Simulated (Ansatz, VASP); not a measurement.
Si2W: VASP beside Ansatz

Contents of INCAR:

```
PREC = Accurate
ENCUT = 520
EDIFF = 1E-8
ISMEAR = -1
SIGMA = 0.02
LREAL = F
LASPH = T
NELM = 60
ALGO = Normal
ISIF = 2
LWAVE = F
LCHARG = F
GGA = PE
LEFG = T
NBANDS = 18
```

KPOINTS

```
regular mesh
0
Gamma
  19 19 19
```

File POSCAR:

```
Si2W
1.0
   -1.6069000000      1.6069000000      3.9149500000
    1.6069000000     -1.6069000000      3.9149500000
    1.6069000000      1.6069000000     -3.9149500000
Si W
2 1
Direct
    0.3347000000      0.3347000000      0.0000000000
    0.6653000000      0.6653000000      0.0000000000
    0.0000000000      0.0000000000      0.0000000000
```

Input for Ansatz:

```yaml
crystal:
  lattice:
    - [-1.6069, 1.6069, 3.91495]
    - [1.6069, -1.6069, 3.91495]
    - [1.6069, 1.6069, -3.91495]
  atoms:
    - { symbol: Si, position: [0.3347, 0.3347, 0.0] }
    - { symbol: Si, position: [0.6653, 0.6653, 0.0] }
    - { symbol: W, position: [0.0, 0.0, 0.0] }
kpoints:
  mp_grid: { grid: [19, 19, 19] }
scf:
  occupations: { method: fermi_dirac, width: 0.02 }
hamiltonian:
  xc: pbe
  pseudopotentials: { kind: paw }
output:
  forces: true
  stress: true
  populations: true
  efg: { contact_densities: true }
  write_density: true
  write_potential: true
  elf: true
  volumetric_format: npy
```

Alike in both runs: task electric field gradients; functional PBE; k mesh 19 × 19 × 19; occupations fermi-dirac, width 0.02 eV; no spin polarisation.

```csv
,VASP,Ansatz
version,VASP 6.6.1,Ansatz 0.2.0
potentials or method,"VASP PAW PBE potentials, release 64 (Si, W_sv)","plane-wave PAW, scalar-relativistic"
plane-wave cutoff (eV),520,420
valence electrons in the cell,22,22
```

Ansatz gave:

| Property | Result |
| --- | --- |
| pressure (GPa) | 3.3 |
| traceless stress, the component that is largest in VASP (GPa) | 0.26 |
| rms of the force components (eV/Å) | 0.025 |
| size of Vzz on the site where it differs most (V/Å²) | 166.6 |

What did VASP give for the same quantities?

Pressure (GPa): 3.4; traceless stress, the component that is largest in VASP (GPa): 0.20; rms of the force components (eV/Å): 0.026; size of Vzz on the site where it differs most (V/Å²): 139.7.

Atom by atom the forces differ by 0.001 eV/Å (rms over components).

Spin-orbit coupling is off throughout.
